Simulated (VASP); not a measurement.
Crystal: SbAs.

```
CELL_PARAMETERS angstrom
2.03271 1.17359 3.71659
-2.03271 1.17359 3.71659
0.00000 -2.34718 3.71659
ATOMIC_POSITIONS crystal
Sb 0.22910 0.22910 0.22910
As 0.77090 0.77090 0.77090
```

* Program: VASP 6.6.1
* Task: relaxation of cell and atoms
* Functional: PBEsol
* Dispersion: D3(BJ)
* Potentials or basis: VASP PAW PBE potentials, release 64 (Sb, As)
* Cutoff: 600 eV
* k mesh: 8 × 8 × 8
* Occupations: fermi-dirac, width 0.1 eV
* Spin: no spin polarisation

At the start: pressure -4.0 GPa; volume 26.60 Å³/atom.

Task: How do energy, volume and symmetry change on relaxing?

Result: Over 13 steps the energy falls by 52.1 meV/atom and the volume is 23.76 Å³/atom (-10.7 %); space group R3m (No. 160, to 0.1 Å) before and after.

The path:
| step | energy change (eV) | largest force (eV/Å) | pressure (GPa) | volume (Å³) |
| --- | --- | --- | --- | --- |
| 1 | 0.0000 | 0.1609 | -3.95 | 53.20 |
| 2 | -0.0439 | 0.7479 | 2.19 | 48.30 |
| 3 | -0.0501 | 0.5893 | 0.40 | 49.49 |
| 4 | -0.0808 | 0.3568 | 0.46 | 48.50 |
| 5 | -0.0971 | 0.0278 | 1.54 | 46.41 |
| 6 | -0.0992 | 0.0542 | 1.15 | 46.92 |
| 7 | -0.0993 | 0.1243 | -1.39 | 48.34 |
| 8 | -0.1025 | 0.0384 | -0.16 | 47.63 |
| 9 | -0.1037 | 0.0161 | -0.11 | 47.60 |
| 10 | -0.1042 | 0.0146 | -0.03 | 47.57 |
| 11 | -0.1042 | 0.0131 | -0.03 | 47.57 |
| 12 | -0.1042 | 0.0120 | -0.04 | 47.57 |
| 13 | -0.1043 | 0.0098 | 0.02 | 47.52 |

Final structure:
```cif
data_structure
_symmetry_space_group_name_H-M 'P 1'
_symmetry_Int_Tables_number 1
_cell_length_a 4.1253
_cell_length_b 4.1253
_cell_length_c 4.1253
_cell_angle_alpha 58.134
_cell_angle_beta 58.134
_cell_angle_gamma 58.134
_cell_volume 47.52
loop_
_atom_site_label
_atom_site_type_symbol
_atom_site_fract_x
_atom_site_fract_y
_atom_site_fract_z
_atom_site_occupancy
Sb1 Sb 0.23663 0.23663 0.23663 1
As1 As 0.76337 0.76337 0.76337 1
```

Caveat: the PAW data sets were made with another functional, which shifts forces and pressure a little.
